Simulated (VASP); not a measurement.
# BeAl3 (I4/mmm) in VASP: further runs

The runs below take BeAl3 through relaxation of cell and atoms, with PBE.

Everything below comes from runs of VASP 6.6.1. Logs are shortened: lines on timing, memory, paths and dates and some standing lists are left out, and cuts for length are marked.

## Step 1: The cell of the first run

It takes space group I4/mmm (No. 139, tetragonal). The conventional cell has a = 3.884 Å, b = 3.884 Å, c = 7.704 Å, α = 90.00°, β = 90.00°, γ = 90.00°. Within 3.6 Å of Al (site symmetry 4/mmm) lie 8 Al at 2.74 Å and 4 Be at 2.75 Å. Al (site symmetry -4m2) has 8 Al at 2.74 to 2.75 Å and 4 Be at 2.74 Å within 3.6 Å. Be (site symmetry 4/mmm) has 12 Al at 2.74 to 2.75 Å within 3.6 Å.

## Step 2: Relaxation of cell and atoms, PBE

File INCAR:

```
SYSTEM = BeAl3
ALGO = Normal
EDIFF = 1E-6
EDIFFG = -0.01
ENCUT = 600
GGA = PE
IBRION = 2
ISIF = 3
ISMEAR = -1
LASPH = .TRUE.
LCHARG = .FALSE.
LREAL = .FALSE.
LWAVE = .FALSE.
NELM = 60
NSW = 60
PREC = Accurate
SIGMA = 0.05
```

File KPOINTS:

```
k-points
0
G
  10 10 10
  0 0 0
```

File POSCAR:

```
BeAl3
1.0
   -1.9421910000      1.9421910000      3.8518930000
    1.9421910000     -1.9421910000      3.8518930000
    1.9421910000      1.9421910000     -3.8518930000
Al Be
3 1
Direct
    0.5000000000      0.5000000000      0.0000000000
    0.2500000000      0.7500000000      0.5000000000
    0.7500000000      0.2500000000      0.5000000000
    0.0000000000      0.0000000000      0.0000000000
```

Potentials or basis: VASP PAW PBE potentials, release 64 (Al, Be).

On the command line:

```console
cat potpaw_PBE.64/Al/POTCAR potpaw_PBE.64/Be/POTCAR > POTCAR
mpirun -np 1 vasp_std > vasp.out
```

OUTCAR:

```text
SYSTEM = BeAl3
   EDIFF = 1E-6
   EDIFFG = -0.01
   ENCUT = 600
   GGA = PE
   IBRION = 2
   ISIF = 3
   ISMEAR = -1
   LASPH = .TRUE.
   LREAL = .FALSE.
   NELM = 60
   NSW = 60
   PREC = Accurate

 ion  position               nearest neighbor table
   1  0.500  0.500  0.000-   2 2.74   3 2.74   2 2.74   3 2.74   2 2.74   3 2.74   2 2.74   3 2.74
                             4 2.75   4 2.75   4 2.75   4 2.75
   2  0.250  0.750  0.500-   4 2.74   1 2.74   1 2.74   4 2.74   1 2.74   4 2.74   4 2.74   1 2.74
                             3 2.75   3 2.75   3 2.75   3 2.75
   3  0.750  0.250  0.500-   1 2.74   4 2.74   1 2.74   4 2.74   1 2.74   4 2.74   1 2.74   4 2.74
                             2 2.75   2 2.75   2 2.75   2 2.75
   4  0.000  0.000  0.000-   3 2.74   2 2.74   2 2.74   3 2.74   2 2.74   3 2.74   3 2.74   2 2.74
                             1 2.75   1 2.75   1 2.75   1 2.75

  LATTYP: Found a body centered tetragonal cell.
 ALAT       =     3.8843820000
 C/A-ratio  =     1.9832719851

  Lattice vectors:

 A1 = (  -1.9421910000,   1.9421910000,   3.8518930000)
 A2 = (   1.9421910000,  -1.9421910000,   3.8518930000)
 A3 = (   1.9421910000,   1.9421910000,  -3.8518930000)

Analysis of symmetry for initial positions (statically):
=====================================================================
 Subroutine PRICEL returns:
 Original cell was already a primitive cell.

 Routine SETGRP: Setting up the symmetry group for a
 body centered tetragonal supercell.

 Subroutine GETGRP returns: Found 16 space group operations
 (whereof 16 operations were pure point group operations)
 out of a pool of 16 trial point group operations.

The static configuration has the point symmetry D_4h.

Analysis of symmetry for dynamics (positions and initial velocities):
=====================================================================
 Subroutine PRICEL returns:
 Original cell was already a primitive cell.

 Routine SETGRP: Setting up the symmetry group for a
 body centered tetragonal supercell.

 Subroutine GETGRP returns: Found 16 space group operations
 (whereof 16 operations were pure point group operations)
 out of a pool of 16 trial point group operations.

The dynamic configuration has the point symmetry D_4h.

 Subroutine INISYM returns: Found 16 space group operations
 (whereof 16 operations are pure point group operations),
 and found     1 'primitive' translations

----------------------------------------------------------------------------------------

                                     Primitive cell

[... 108 lines left out ...]
   EFERMI =   0.00;   METHOD = LEGACY
   ISMEAR =    -1;   SIGMA  =   0.05  broadening in eV -4-tet -1-fermi 0-gaus
   EFERMI_NEDOS =   21; number of points for ismear=-14 and -15
   IALGO  =     38    algorithm
   IMIX   =      4    mixing-type and parameters
     AMIX     =   0.40;   BMIX     =  1.00
     AMIX_MAG =   1.60;   BMIX_MAG =  1.00
  volume/ion in A,a.u.               =      14.53        98.05
  Fermi-wavevector in a.u.,A,eV,Ry     =   0.939939  1.776227 12.020549  0.883485
  Thomas-Fermi vector in A             =   2.067301
   LORBIT       =      0    0 simple, 1 ext, 2 COOP (PROOUT), +10 PAW based schemes
   GGA     = PE    functional components
   LHFCALC =     F    Hartree Fock is set to
   AEXX    =    0.0000 exact exchange contribution
   IVDW    =     0    specifies the selected vdW correction
   LEPSILON=     F    determine dielectric tensor
   LRPA    =     F    only Hartree local field effects (RPA)
 conjugate gradient relaxation of ions
 non-spin polarized calculation
  energy-cutoff  :      600.00
  volume of cell :       58.12
 maximum number of plane-waves:      1975
 NGX is ok and might be reduce to    40
   NGX = 19   NGY = 19   NGZ = 19

--------------------------------------- Ionic step        1  -------------------------------------------

 number of electron      11.0000000 magnetization

 Free energy of the ion-electron system (eV)
  ---------------------------------------------------
  ext. energy  EPLUGINS =         0.00000000
  ---------------------------------------------------
  free energy    TOTEN  =       -14.38241566 eV

  energy without entropy =      -14.37284880  energy(sigma->0) =      -14.37763223

------------------------ aborting loop because EDIFF is reached ----------------------------------------

  FORCE on cell =-STRESS in cart. coord.  units (eV):
  Direction    XX          YY          ZZ          XY          YZ          ZX
  --------------------------------------------------------------------------------------
  -------------------------------------------------------------------------------------
  Total        0.1267488      0.1267488      0.4575850      0.0000000      0.0000000      0.0000000
  in kB        3.4941082      3.4941082     12.6143333      0.0000000      0.0000000      0.0000000
  external PRESSURE =       6.5341833 kB  Pullay stress =       0.0000000 kB
[... 101 lines left out ...]
--------------------------------------- Ionic step        4  -------------------------------------------

 number of electron      11.0000000 magnetization

 Free energy of the ion-electron system (eV)
  ---------------------------------------------------
  ext. energy  EPLUGINS =         0.00000000
  ---------------------------------------------------
  free energy    TOTEN  =       -14.38396557 eV

  energy without entropy =      -14.37433637  energy(sigma->0) =      -14.37915097

 E-fermi :   7.6144     XC(G=0): -10.1940

 val. band max:        7.5848904296   @ k =  -0.1000   0.1000   0.1000
 cond. band min:       7.6190727752   @ k =  -0.3000   0.4000   0.3000
 fundamental gap:      0.0341823456
 Fermi energy:         7.6143896767

 k-point     1 :       0.0000    0.0000    0.0000
  band No.  band energies     occupation
      1      -3.4239      2.00000
      2       5.0168      2.00000
      3       7.0001      1.99999
      4       7.2205      1.99924
      5       7.2205      1.99924
      6       7.2865      1.99716
      7       7.2865      1.99716
      8       7.9533      0.00227
      9       8.8233      0.00000
[... 265 lines left out ...]
 k-point    24 :       0.4000    0.3000    0.0000
  band No.  band energies     occupation
      1       0.0079      2.00000
      2       1.0262      2.00000
      3       2.6671      2.00000
      4       3.0745      2.00000
      5       5.6669      2.00000
      6       7.4184      1.96108
      7       8.3530      0.00000
      8       9.1757      0.00000
      9      12.8836      0.00000

 [... further k-points ...]
[... 5 lines left out ...]
  --------------------------------------------------------------------------------------
  -------------------------------------------------------------------------------------
  Total       -0.0238380     -0.0238380      0.0100305      0.0000000     -0.0000000      0.0000000
  in kB       -0.6521856     -0.6521856      0.2744251      0.0000000     -0.0000000      0.0000000
  external PRESSURE =      -0.3433154 kB  Pullay stress =       0.0000000 kB
[... 19 lines left out ...]
  FREE ENERGIE OF THE ION-ELECTRON SYSTEM (eV)
  ---------------------------------------------------
  free  energy   TOTEN  =       -14.3839655707 eV

  energy  without entropy=      -14.3743363690  energy(sigma->0) =      -14.37915097

 reached required accuracy - stopping structural energy minimisation
```

OSZICAR:

```text
N       E                     dE             d eps       ncg     rms          rms(c)
DAV:   1     0.106776469392E+02    0.10678E+02   -0.45190E+03  1836   0.106E+03
DAV:   2    -0.136564913003E+02   -0.24334E+02   -0.23187E+02  2421   0.114E+02
DAV:   3    -0.144698438694E+02   -0.81335E+00   -0.76712E+00  2666   0.202E+01
[... 18 lines left out ...]
   3 F= -.14383846E+02 E0= -.14379062E+02  d E =-.143030E-02
       N       E                     dE             d eps       ncg     rms          rms(c)
DAV:   1    -0.143839682332E+02   -0.12231E-03   -0.69315E-04  2245   0.199E-01    0.139E-02
DAV:   2    -0.143839659394E+02    0.22938E-05   -0.16086E-05  2214   0.315E-02    0.677E-03
DAV:   3    -0.143839655707E+02    0.36867E-06   -0.29694E-06  1854   0.995E-03
   4 F= -.14383966E+02 E0= -.14379151E+02  d E =-.119607E-03
```

Wall time 52 s (1 thread of Intel Xeon 6975P-C (Granite Rapids), shared host); peak memory 0.28 GiB.

What came out:

| Quantity | Value |
| --- | --- |
| Free energy | -14.3840 eV |
| Relaxed volume | 14.64 Å³/atom |
| Relaxed cell | a = 4.752 Å, b = 4.752 Å, c = 4.752 Å, α = 131.72°, β = 131.72°, γ = 70.67° |
| Space group after relaxing (to 0.05 Å) | I4/mmm (No. 139) |
| Energy gained by relaxing | 0.4 meV/atom |
| Ionic steps | 4 |
| Pressure after relaxing | 0.0 GPa |

Step by step:
```tsv
step	energy change (eV)	largest force (eV/Å)	pressure (GPa)	volume (Å³)
1	0.0000	0.0000	0.65	58.12
2	-0.0014	0.0000	-0.12	58.62
3	-0.0014	0.0000	-0.11	58.61
4	-0.0015	0.0000	-0.03	58.56
```

Final structure:
```
Al Be
1.0
    -1.94340    1.94340    3.87638
     1.94340   -1.94340    3.87638
     1.94340    1.94340   -3.87638
Al Be
3 1
Direct
  0.50000 0.50000 0.00000
  0.25000 0.75000 0.50000
  0.75000 0.25000 0.50000
  0.00000 0.00000 0.00000
```

Levels at points of the mesh, in eV from the Fermi level:
| k point | band 1 | band 2 | band 3 | band 4 | band 5 | band 6 | band 7 | band 8 | band 9 |
| --- | --- | --- | --- | --- | --- | --- | --- | --- | --- |
| (0.00, 0.00, 0.00) | -11.04 | -2.60 | -0.61 | -0.39 | -0.39 | -0.33 | -0.33 | 0.34 | 1.21 |
| (0.50, 0.00, 0.00) | -8.37 | -7.82 | -3.56 | -3.38 | 0.07 | 0.33 | 1.76 | 2.57 | 4.21 |
| (0.50, 0.50, 0.00) | -6.49 | -6.31 | -4.58 | -4.26 | -3.92 | -3.12 | 1.59 | 2.28 | 3.53 |
| (0.50, 0.50, 0.50) | -9.02 | -8.29 | -2.63 | -2.63 | -0.67 | -0.67 | 5.72 | 6.13 | 6.13 |

## Step 3: Relaxation of cell and atoms, PBE

File INCAR:

```
PREC = Accurate
ENCUT = 600
EDIFF = 1E-6
ISMEAR = -1
SIGMA = 0.05
LREAL = False
LASPH = True
NELM = 100
ALGO = Fast
ISIF = 3
LWAVE = False
LCHARG = False
GGA = PE
IBRION = 2
NSW = 60
EDIFFG = -0.01
```

File KPOINTS:

```
regular mesh
0
Gamma
  10 10 10
```

POSCAR is that of step 2.

Potentials or basis: VASP PAW PBE potentials, release 64 (Al, Be).

On the command line:

```console
cat potpaw_PBE.64/Al/POTCAR potpaw_PBE.64/Be/POTCAR > POTCAR
mpirun -np 1 vasp_std > vasp.out
```

Run time: 58 s. Hardware: 1 thread of Intel Xeon 6975P-C (Granite Rapids), shared host; peak memory 0.29 GiB.

Results (log left out):

```
Free energy                            : -14.3840 eV
Relaxed volume                         : 14.64 Å³/atom
Relaxed cell                           : a = 4.752 Å, b = 4.752 Å, c = 4.752 Å, α = 131.72°, β = 131.72°, γ = 70.67°
Space group after relaxing (to 0.05 Å) : I4/mmm (No. 139)
Energy gained by relaxing              : 0.4 meV/atom
Ionic steps                            : 4
Pressure after relaxing                : 0.0 GPa
```

Stress tensor (GPa, compression positive):
```
-0.07  0.00  0.00
 0.00 -0.07  0.00
 0.00  0.00  0.03
```

The path:
| step | energy change (eV) | largest force (eV/Å) | pressure (GPa) | volume (Å³) |
| --- | --- | --- | --- | --- |
| 1 | 0.0000 | 0.0000 | 0.66 | 58.12 |
| 2 | -0.0014 | 0.0000 | -0.12 | 58.62 |
| 3 | -0.0014 | 0.0000 | -0.11 | 58.61 |
| 4 | -0.0015 | 0.0000 | -0.04 | 58.56 |

Final structure:
```
Al Be
1.0
    -1.94342    1.94342    3.87636
     1.94342   -1.94342    3.87636
     1.94342    1.94342   -3.87636
Al Be
3 1
Direct
  0.50000 0.50000 0.00000
  0.25000 0.75000 0.50000
  0.75000 0.25000 0.50000
  0.00000 0.00000 0.00000
```

Levels at points of the mesh, in eV from the Fermi level:
| k point | band 1 | band 2 | band 3 | band 4 | band 5 | band 6 | band 7 | band 8 | band 9 |
| --- | --- | --- | --- | --- | --- | --- | --- | --- | --- |
| (0.00, 0.00, 0.00) | -11.04 | -2.60 | -0.61 | -0.39 | -0.39 | -0.33 | -0.33 | 0.34 | 1.21 |
| (0.50, 0.00, 0.00) | -8.37 | -7.82 | -3.56 | -3.38 | 0.07 | 0.33 | 1.76 | 2.57 | 4.21 |
| (0.50, 0.50, 0.00) | -6.49 | -6.31 | -4.58 | -4.26 | -3.92 | -3.12 | 1.59 | 2.28 | 3.53 |
| (0.50, 0.50, 0.50) | -9.02 | -8.29 | -2.63 | -2.63 | -0.67 | -0.67 | 5.72 | 6.13 | 6.13 |
